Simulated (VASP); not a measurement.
Write the native input for VASP 6.6.1 that does the following.

- Task: single point
- Functional: PBE
- Potentials or basis: VASP PAW PBE potentials, release 64 (Ca_sv, B)
- Cutoff: 520 eV
- k mesh: 8 × 8 × 8
- Occupations: gaussian, width 0.01 eV
- Spin: no spin polarisation
- Dipole correction: no
- Further INCAR settings: ALGO = Normal; EDIFF = 1e-07; NBANDS = 23

The structure of CaB6 lies in POSCAR:

```
CaB6
1.0
    4.2818129864      0.0000000000      0.0000000000
    0.0000000000      4.2818129864      0.0000000000
    0.0000000000      0.0000000000      4.2818129864
Ca B
1 6
Direct
    0.0000000000      0.0000000000      0.0000000000
    0.2039512095      0.5000000000      0.5000000000
    0.5000000000      0.2039512095      0.5000000000
    0.7960487905      0.5000000000      0.5000000000
    0.5000000000      0.7960487905      0.5000000000
    0.5000000000      0.5000000000      0.2039512095
    0.5000000000      0.5000000000      0.7960487905
```

These files were run (other wordings do the same):

INCAR

```
  ALGO = Normal
  EDIFF = 1E-7
  ENCUT = 520
  GGA = PE
  ISIF = 2
  ISMEAR = 0
  LASPH = T
  LCHARG = F
  LREAL = F
  LWAVE = F
  NBANDS = 23
  NELM = 100
  PREC = Accurate
  SIGMA = 0.01
```

KPOINTS

```
k-points
0
Gamma
  8 8 8
```

Potentials or basis: VASP PAW PBE potentials, release 64 (Ca_sv, B).

Run with:

```bash
$ cat potpaw_PBE.64/Ca_sv/POTCAR potpaw_PBE.64/B/POTCAR > POTCAR
$ mpirun -np 1 vasp_std > vasp.out
```

It gave:

```yaml
Pressure: -11.9 GPa
Largest_force: 0.012 eV/Å
Band_gap_on_the_k_mesh: 0.13 eV
```

Caveat: the cell stands under tension.

Run time: 49 s on 1 thread of Intel(R) Xeon(R) Platinum 8259CL CPU @ 2.50GHz (Skylake/Cascade Lake) (shared host), peak memory 0.2 GiB.
